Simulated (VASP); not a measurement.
# AlAs (F-43m) in VASP: notebook

The runs below take AlAs through single point, with PBE+D3(BJ), RPBE+D4, r2SCAN+D3(BJ).

Everything below comes from runs of VASP 6.6.1. Logs are shortened: lines on timing, memory, paths and dates and some standing lists are left out, and cuts for length are marked.

## Step 1: The cell of the first run

It takes space group F-43m (No. 216, cubic). The conventional cell has a = 5.743 Å, b = 5.743 Å, c = 5.743 Å, α = 90.00°, β = 90.00°, γ = 90.00°. Within 3.3 Å of Al (site symmetry -43m) lie 4 As at 2.49 Å. Within 3.3 Å of As (site symmetry -43m) lie 4 Al at 2.49 Å.

## Step 2: Single point, PBE+D3(BJ) (23.68 Å³/atom)

Input file INCAR:

```
SYSTEM = AlAs
ALGO = Normal
EDIFF = 1E-6
ENCUT = 500
GGA = PE
GGA_COMPAT = .FALSE.
ISIF = 2
ISMEAR = 0
IVDW = 12
LASPH = .TRUE.
LCHARG = .TRUE.
LELF = .TRUE.
LREAL = .FALSE.
LVHAR = .TRUE.
LWAVE = .FALSE.
NBANDS = 11
NELM = 120
PREC = Accurate
SIGMA = 0.05
```

Input file KPOINTS:

```
k-points
0
G
  8 8 8
  0 0 0
```

Input file POSCAR:

```
AlAs
1.0
    0.0000000000      2.8714648589      2.8714648589
    2.8714648589      0.0000000000      2.8714648589
    2.8714648589      2.8714648589      0.0000000000
Al As
1 1
Direct
    0.0000000000      0.0000000000      0.0000000000
    0.7500000000      0.7500000000      0.7500000000
```

Potentials or basis: VASP PAW PBE potentials, release 64 (Al, As).

Launch:

```
> cat potpaw_PBE.64/Al/POTCAR potpaw_PBE.64/As/POTCAR > POTCAR
> mpirun -np 1 vasp_std > vasp.out
```

OUTCAR:

```text
SYSTEM = AlAs
   EDIFF = 1E-6
   ENCUT = 500
   GGA = PE
   ISIF = 2
   ISMEAR = 0
   IVDW = 12
   LASPH = .TRUE.
   LREAL = .FALSE.
   NELM = 120
   PREC = Accurate
 IVDW          = 12

 ion  position               nearest neighbor table
   1  0.000  0.000  0.000-   2 2.49   2 2.49   2 2.49   2 2.49
   2  0.750  0.750  0.750-   1 2.49   1 2.49   1 2.49   1 2.49

  LATTYP: Found a face centered cubic cell.
 ALAT       =     5.7429297178

  Lattice vectors:

 A1 = (   0.0000000000,   2.8714648589,   2.8714648589)
 A2 = (   2.8714648589,   0.0000000000,   2.8714648589)
 A3 = (   2.8714648589,   2.8714648589,   0.0000000000)

Analysis of symmetry for initial positions (statically):
=====================================================================
 Subroutine PRICEL returns:
 Original cell was already a primitive cell.

 Routine SETGRP: Setting up the symmetry group for a
 face centered cubic supercell.

 Subroutine GETGRP returns: Found 24 space group operations
 (whereof 24 operations were pure point group operations)
 out of a pool of 48 trial point group operations.

The static configuration has the point symmetry T_d .

Analysis of symmetry for dynamics (positions and initial velocities):
=====================================================================
 Subroutine PRICEL returns:
 Original cell was already a primitive cell.

 Routine SETGRP: Setting up the symmetry group for a
 face centered cubic supercell.

 Subroutine GETGRP returns: Found 24 space group operations
 (whereof 24 operations were pure point group operations)
 out of a pool of 48 trial point group operations.

The dynamic configuration has the point symmetry T_d .

 Subroutine INISYM returns: Found 24 space group operations
 (whereof 24 operations are pure point group operations),
 and found     1 'primitive' translations

----------------------------------------------------------------------------------------

                                     Primitive cell

  volume of cell :      47.3522

  direct lattice vectors                    reciprocal lattice vectors
     0.000000000  2.871464859  2.871464859    -0.174127153  0.174127153  0.174127153
     2.871464859  0.000000000  2.871464859     0.174127153 -0.174127153  0.174127153
     2.871464859  2.871464859  0.000000000     0.174127153  0.174127153 -0.174127153

  length of vectors
     4.060864547  4.060864547  4.060864547     0.301597075  0.301597075  0.301597075

  position of ions in fractional coordinates (direct lattice)
     0.000000000  0.000000000  0.000000000
     0.750000000  0.750000000  0.750000000

  ion indices of the primitive-cell ions
   primitive index   ion index
                 1           1
                 2           2

----------------------------------------------------------------------------------------

 KPOINTS: k-points

Automatic generation of k-mesh.
 Grid dimensions read from file:
 generate k-points for:    8    8    8

 Generating k-lattice:

  Cartesian coordinates                     Fractional coordinates (reciprocal lattice)
    -0.021765894  0.021765894  0.021765894     0.125000000  0.000000000  0.000000000
     0.021765894 -0.021765894  0.021765894     0.000000000  0.125000000  0.000000000
     0.021765894  0.021765894 -0.021765894     0.000000000  0.000000000  0.125000000

  Length of vectors
     0.037699634  0.037699634  0.037699634

  Shift w.r.t. Gamma in fractional coordinates (k-lattice)
     0.000000000  0.000000000  0.000000000

 Subroutine IBZKPT returns following result:
 ===========================================

 Found     29 irreducible k-points:

 Following reciprocal coordinates:
            Coordinates               Weight
  0.000000  0.000000  0.000000      1.000000
  0.125000  0.000000  0.000000      8.000000
  0.250000  0.000000  0.000000      8.000000
  0.375000  0.000000  0.000000      8.000000
  0.500000  0.000000  0.000000      4.000000
  0.125000  0.125000  0.000000      6.000000
[... 16 lines left out ...]
  0.500000  0.250000  0.125000     48.000000
 -0.375000  0.250000  0.125000     24.000000
 [... further k-points ...]
   k-points           NKPTS =     29   k-points in BZ     NKDIM =     29   number of bands    NBANDS=     11
   number of dos      NEDOS =    301   number of ions     NIONS =      2
   total plane-waves  NPLWV =  27000
   dimension x,y,z NGX =    30 NGY =   30 NGZ =   30
   dimension x,y,z NGXF=    60 NGYF=   60 NGZF=   60
   ions per type =               1   1
   NGX,Y,Z   is equivalent  to a cutoff of  12.28, 12.28, 12.28 a.u.
   NGXF,Y,Z  is equivalent  to a cutoff of  24.56, 24.56, 24.56 a.u.
 SYSTEM =  AlAs
   PREC   = accura    normal or accurate (medium, high low for compatibility)
   ISTART =      0    job   : 0-new  1-cont  2-samecut
   ICHARG =      2    charge: 1-file 2-atom 10-const
   ISPIN  =      1    spin polarized calculation?
   LNONCOLLINEAR =      F non collinear calculations
   LSORBIT =      F    spin-orbit coupling
   LASPH  =      T    aspherical Exc in radial PAW
   ENCUT  =  500.0 eV  36.75 Ry    6.06 a.u.   7.40  7.40  7.40*2*pi/ulx,y,z
   NELM   =    120;   NELMIN=  2; NELMDL= -5     # of ELM steps
   EDIFF  = 0.1E-05   stopping-criterion for ELM
   LREAL  =      F    real-space projection
   EDIFFG = 0.1E-04   stopping-criterion for IOM
   NSW    =      0    number of steps for IOM
   IBRION =     -1    ionic relax: 0-MD 1-quasi-New 2-CG
   NFREE  =      0    steps in history (QN), initial steepest desc. (CG)
   ISIF   =      2    stress and relaxation
   ISYM   =      2    0-nonsym 1-usesym 2-fastsym
   POTIM  = 0.5000    time-step for ionic-motion
   TEBEG  =    0.0;   TEEND  =   0.0 temperature during run
   PSTRESS=    0.0 pullay stress
   NELECT =       8.0000    total number of electrons
   NUPDOWN=      -1.0000    fix difference up-down
   EMIN   =  10.00;   EMAX   =-10.00  energy-range for DOS
   EFERMI =   0.00;   METHOD = LEGACY
   ISMEAR =     0;   SIGMA  =   0.05  broadening in eV -4-tet -1-fermi 0-gaus
   EFERMI_NEDOS =   21; number of points for ismear=-14 and -15
   IALGO  =     38    algorithm
   IMIX   =      4    mixing-type and parameters
     AMIX     =   0.40;   BMIX     =  1.00
     AMIX_MAG =   1.60;   BMIX_MAG =  1.00
  volume/ion in A,a.u.               =      23.68       159.77
  Fermi-wavevector in a.u.,A,eV,Ry     =   0.905020  1.710239 11.143995  0.819060
  Thomas-Fermi vector in A             =   2.028537
   LORBIT       =      0    0 simple, 1 ext, 2 COOP (PROOUT), +10 PAW based schemes
   GGA     = PE    functional components
   LHFCALC =     F    Hartree Fock is set to
   AEXX    =    0.0000 exact exchange contribution
   IVDW    =    12    specifies the selected vdW correction
   LEPSILON=     F    determine dielectric tensor
   LRPA    =     F    only Hartree local field effects (RPA)
 non-spin polarized calculation
 Gauss-broadening in eV      SIGMA  =   0.05
  energy-cutoff  :      500.00
  volume of cell :       47.35
 maximum number of plane-waves:      1243
 NGX is ok and might be reduce to    30
   NGX = 15   NGY = 15   NGZ = 15

 number of electron       7.9999999 magnetization

 Free energy of the ion-electron system (eV)
  ---------------------------------------------------
  ext. energy  EPLUGINS =         0.00000000
  ---------------------------------------------------
  free energy    TOTEN  =        -9.38777883 eV

  energy without entropy =       -9.38777883  energy(sigma->0) =       -9.38777883

 E-fermi :   3.7645     XC(G=0):  -8.8743

 val. band max:        3.5294962611   @ k =   0.0000   0.0000   0.0000
 cond. band min:       5.0366200911   @ k =   0.5000   0.5000   0.0000
 fundamental gap:      1.5071238300
 Fermi energy:         3.7644809861

 k-point     1 :       0.0000    0.0000    0.0000
  band No.  band energies     occupation
      1      -8.0991      2.00000
      2       3.5295      2.00000
      3       3.5295      2.00000
      4       3.5295      2.00000
      5       5.2511      0.00000
      6       7.7431      0.00000
      7       7.7431      0.00000
      8       7.7431      0.00000
      9      12.1711      0.00000
     10      12.4564      0.00000
     11      12.4564      0.00000

 k-point     2 :       0.1250    0.0000    0.0000
  band No.  band energies     occupation
      1      -7.9546      2.00000
      2       2.1047      2.00000
      3       3.3752      2.00000
      4       3.3752      2.00000
      5       6.0630      0.00000
      6       8.0141      0.00000
      7       8.0141      0.00000
      8       8.0900      0.00000
      9      11.8788      0.00000
     10      11.8788      0.00000
     11      12.8905      0.00000

 k-point     3 :       0.2500    0.0000    0.0000
  band No.  band energies     occupation
      1      -7.5556      2.00000
      2       0.2183      2.00000
      3       3.0692      2.00000
      4       3.0692      2.00000
      5       5.9637      0.00000
      6       8.3596      0.00000
      7       8.3596      0.00000
      8       9.7311      0.00000
      9      11.7672      0.00000
     10      11.7672      0.00000
     11      12.7967      0.00000
[... 267 lines left out ...]
 k-point    23 :       0.5000    0.2500    0.1250
  band No.  band energies     occupation
      1      -6.7654      2.00000
      2      -1.1291      2.00000
      3       1.0980      2.00000
      4       2.2322      2.00000
      5       7.1182      0.00000
      6       7.8987      0.00000
      7       9.1963      0.00000
      8      10.2537      0.00000
      9      12.6599      0.00000
     10      13.8635      0.00000
     11      15.4812      0.00000

 k-point    24 :      -0.3750    0.2500    0.1250
  band No.  band energies     occupation
      1      -6.5323      2.00000
      2      -1.5766      2.00000
      3       0.9471      2.00000
      4       2.0593      2.00000
      5       7.0883      0.00000
      6       7.7335      0.00000
      7      10.0370      0.00000
      8      11.0007      0.00000
      9      11.7179      0.00000
     10      14.3590      0.00000
     11      15.5665      0.00000

 [... further k-points ...]

------------------------ aborting loop because EDIFF is reached ----------------------------------------

 Edisp (eV)   -0.60509

 E8    (eV) :    -0.2641

  FORCE on cell =-STRESS in cart. coord.  units (eV):
  Direction    XX          YY          ZZ          XY          YZ          ZX
  --------------------------------------------------------------------------------------
  -------------------------------------------------------------------------------------
  Total      -0.76899    -0.76899    -0.76899     0.00000     0.00000     0.00000
  in kB     -26.01903   -26.01903   -26.01903     0.00000     0.00000     0.00000
  external pressure =      -26.02 kB  Pullay stress =        0.00 kB

 VOLUME and BASIS-vectors are now :
 -----------------------------------------------------------------------------
  energy-cutoff  :      500.00
  volume of cell :       47.35
      direct lattice vectors                 reciprocal lattice vectors
     0.000000000  2.871464859  2.871464859    -0.174127153  0.174127153  0.174127153
     2.871464859  0.000000000  2.871464859     0.174127153 -0.174127153  0.174127153
     2.871464859  2.871464859  0.000000000     0.174127153  0.174127153 -0.174127153

 POSITION                                       TOTAL-FORCE (eV/Angst)
 -----------------------------------------------------------------------------------
      0.00000      0.00000      0.00000         0.000000     -0.000000     -0.000000
      4.30720      4.30720      4.30720        -0.000000      0.000000      0.000000
 -----------------------------------------------------------------------------------
    total drift:                               -0.000000     -0.000000     -0.000000

  FREE ENERGIE OF THE ION-ELECTRON SYSTEM (eV)
  ---------------------------------------------------
  free  energy   TOTEN  =        -9.9928684762 eV

  energy  without entropy=       -9.9928684762  energy(sigma->0) =       -9.99286848
```

Wall time 16 s (1 thread of Intel Xeon 6975P-C (Granite Rapids), shared host); peak memory 0.18 GiB.

Results:

```yaml
Free_energy: -9.9929 eV
Pressure: -2.6 GPa
Band_gap_on_the_k_mesh: 1.51 eV (least direct gap 1.72 eV)
Dispersion_energy_per_atom: -0.303 eV
```

Levels at points of the mesh, in eV from the valence-band top:
| k point | band 1 | band 2 | band 3 | band 4 | band 5 | band 6 | band 7 | band 8 | band 9 |
| --- | --- | --- | --- | --- | --- | --- | --- | --- | --- |
| (0.00, 0.00, 0.00) | -11.63 | 0.00 | 0.00 | 0.00 | 1.72 | 4.21 | 4.21 | 4.21 | 8.64 |
| (0.50, 0.00, 0.00) | -10.31 | -5.38 | -0.80 | -0.80 | 1.98 | 4.65 | 4.65 | 7.67 | 10.84 |
| (0.50, 0.50, 0.00) | -9.80 | -5.29 | -2.08 | -2.08 | 1.51 | 2.29 | 10.00 | 10.00 | 11.31 |

Caveat: three body term missing. A hybrid or GW would open this gap; PBE tends to underestimate it.

## Step 3: Single point, RPBE+D4 (23.24 Å³/atom)

This run uses another cell than the first one, of 23.24 Å³/atom.

Input file INCAR:

```
SYSTEM = AlAs
PREC = Accurate
ENCUT = 500
EDIFF = 1E-6
ISMEAR = 0
SIGMA = 0.05
LREAL = .FALSE.
LASPH = .TRUE.
NELM = 120
ALGO = Normal
ISIF = 2
LWAVE = .FALSE.
LCHARG = .FALSE.
GGA = RP
IVDW = 13
NBANDS = 11
GGA_COMPAT = .FALSE.
```

Input file KPOINTS:

```
Automatic mesh
0
G
  8 8 8
  0 0 0
```

Input file POSCAR:

```
AlAs
1.0
    0.0000000000      2.8539038331      2.8539038331
    2.8539038331      0.0000000000      2.8539038331
    2.8539038331      2.8539038331      0.0000000000
Al As
1 1
Direct
    0.0000000000      0.0000000000      0.0000000000
    0.7500000000      0.7500000000      0.7500000000
```

Potentials or basis: VASP PAW PBE potentials, release 64 (Al, As).

Launch:

```
> cat potpaw_PBE.64/Al/POTCAR potpaw_PBE.64/As/POTCAR > POTCAR
> mpirun -np 1 vasp_std > vasp.out
```

OUTCAR:

```text
SYSTEM = AlAs
   PREC = Accurate
   ENCUT = 500
   EDIFF = 1E-6
   ISMEAR = 0
   LREAL = .FALSE.
   LASPH = .TRUE.
   NELM = 120
   ISIF = 2
   GGA = RP
   IVDW = 13

 ion  position               nearest neighbor table
   1  0.000  0.000  0.000-   2 2.47   2 2.47   2 2.47   2 2.47
   2  0.750  0.750  0.750-   1 2.47   1 2.47   1 2.47   1 2.47

  LATTYP: Found a face centered cubic cell.
 ALAT       =     5.7078076662

  Lattice vectors:

 A1 = (   0.0000000000,   2.8539038331,   2.8539038331)
 A2 = (   2.8539038331,   0.0000000000,   2.8539038331)
 A3 = (   2.8539038331,   2.8539038331,   0.0000000000)

Analysis of symmetry for initial positions (statically):
=====================================================================
 Subroutine PRICEL returns:
 Original cell was already a primitive cell.

 Routine SETGRP: Setting up the symmetry group for a
 face centered cubic supercell.

 Subroutine GETGRP returns: Found 24 space group operations
 (whereof 24 operations were pure point group operations)
 out of a pool of 48 trial point group operations.

The static configuration has the point symmetry T_d .

[... 173 lines left out ...]
      4       3.7679      2.00000
      5       5.7656      0.00000
      6       8.0415      0.00000
      7       8.0415      0.00000
      8       8.0415      0.00000
      9      12.7075      0.00000
     10      12.7075      0.00000
     11      12.7229      0.00000
[... 309 lines left out ...]
 k-point    24 :      -0.3750    0.2500    0.1250
  band No.  band energies     occupation
      1      -6.3081      2.00000
      2      -1.3701      2.00000
      3       1.1642      2.00000
      4       2.2764      2.00000
      5       7.4406      0.00000
      6       8.0549      0.00000
      7      10.3875      0.00000
      8      11.3754      0.00000
      9      12.0905      0.00000
     10      14.7339      0.00000
     11      16.0158      0.00000

 [... further k-points ...]

------------------------ aborting loop because EDIFF is reached ----------------------------------------

  DFT-D4 for vdW energy calculation

  Edisp (eV):   -1.22077

  FORCE on cell =-STRESS in cart. coord.  units (eV):
  Direction    XX          YY          ZZ          XY          YZ          ZX
  --------------------------------------------------------------------------------------
  -------------------------------------------------------------------------------------
  Total      -0.76811    -0.76811    -0.76811     0.00000     0.00000     0.00000
  in kB     -26.47186   -26.47186   -26.47186     0.00000     0.00000     0.00000
  external pressure =      -26.47 kB  Pullay stress =        0.00 kB

 VOLUME and BASIS-vectors are now :
 -----------------------------------------------------------------------------
  energy-cutoff  :      500.00
  volume of cell :       46.49
      direct lattice vectors                 reciprocal lattice vectors
     0.000000000  2.853903833  2.853903833    -0.175198615  0.175198615  0.175198615
     2.853903833  0.000000000  2.853903833     0.175198615 -0.175198615  0.175198615
     2.853903833  2.853903833  0.000000000     0.175198615  0.175198615 -0.175198615

 POSITION                                       TOTAL-FORCE (eV/Angst)
 -----------------------------------------------------------------------------------
      0.00000      0.00000      0.00000         0.000000      0.000000      0.000000
      4.28086      4.28086      4.28086        -0.000000     -0.000000     -0.000000
 -----------------------------------------------------------------------------------
    total drift:                                0.000000      0.000000     -0.000000

  FREE ENERGIE OF THE ION-ELECTRON SYSTEM (eV)
  ---------------------------------------------------
  free  energy   TOTEN  =       -10.0306011484 eV

  energy  without entropy=      -10.0306011484  energy(sigma->0) =      -10.03060115
```

Wall time 16 s (1 thread of Intel Xeon 6975P-C (Granite Rapids), shared host); peak memory 0.16 GiB.

Results:

* Free energy: -10.0306 eV
* Pressure: -2.6 GPa
* Band gap on the k mesh: 1.56 eV (least direct gap 2.00 eV)
* Dispersion energy per atom: -0.610 eV

Levels at points of the mesh, in eV from the valence-band top:
| k point | band 2 | band 3 | band 4 | band 5 | band 6 | band 7 |
| --- | --- | --- | --- | --- | --- | --- |
| (0.00, 0.00, 0.00) | 0.00 | 0.00 | 0.00 | 2.00 | 4.27 | 4.27 |
| (0.50, 0.00, 0.00) | -5.43 | -0.81 | -0.81 | 2.15 | 4.69 | 4.69 |
| (0.50, 0.50, 0.00) | -5.31 | -2.11 | -2.11 | 1.56 | 2.37 | 10.21 |

Caveat: the PAW data sets were made with another functional, which shifts forces and pressure a little. A hybrid or GW would open this gap; RPBE tends to underestimate it.

[end of part 1 of 2]
